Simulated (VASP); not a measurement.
Write the native input for VASP 6.6.1 that does the following.

```yaml
Task: single point
Functional: LDA
Potentials_or_basis: VASP PAW LDA potentials, release 64 (Al, N)
Cutoff: 520 eV
k_mesh: 12 × 12 × 4
Occupations: gaussian, width 0.01 eV
Spin: no spin polarisation
Dipole_correction: no
Further_INCAR_settings: ALGO = Normal; EDIFF = 1e-06; NBANDS = 16
```

The structure of AlN lies in POSCAR:

```
AlN
1.0
    3.2134879994      0.0000000000      0.0000000000
   -1.6067439997      2.7829622402      0.0000000000
    0.0000000000      0.0000000000      5.1417872551
Al N
2 2
Direct
    0.3333333333      0.6666666667      0.0000000000
    0.6666666667      0.3333333333      0.5000000000
    0.3333333333      0.6666666667      0.3800000000
    0.6666666667      0.3333333333      0.8800000000
```

The input as run:

INCAR

```
PREC = Accurate
ENCUT = 520
EDIFF = 1E-6
ISMEAR = 0
SIGMA = 0.01
LREAL = False
LASPH = True
NELM = 60
ALGO = Normal
ISIF = 2
LWAVE = False
LCHARG = False
NBANDS = 16
```

KPOINTS

```
Automatic mesh
0
Gamma
  12 12 4
```

Potentials or basis: VASP PAW LDA potentials, release 64 (Al, N).

The run is started by

```bash
$ cat potpaw_LDA.64/Al/POTCAR potpaw_LDA.64/N/POTCAR > POTCAR
$ mpirun -np 1 vasp_std > vasp.out
```

Results of the run:

```
Pressure               : -19.5 GPa
Largest force          : 0.056 eV/Å
Band gap on the k mesh : 3.43 eV
```

Caveat: the cell stands under tension.

Wall time 33 s on 1 thread of Intel Xeon 8259CL, on a shared host, peak memory 0.16 GiB.
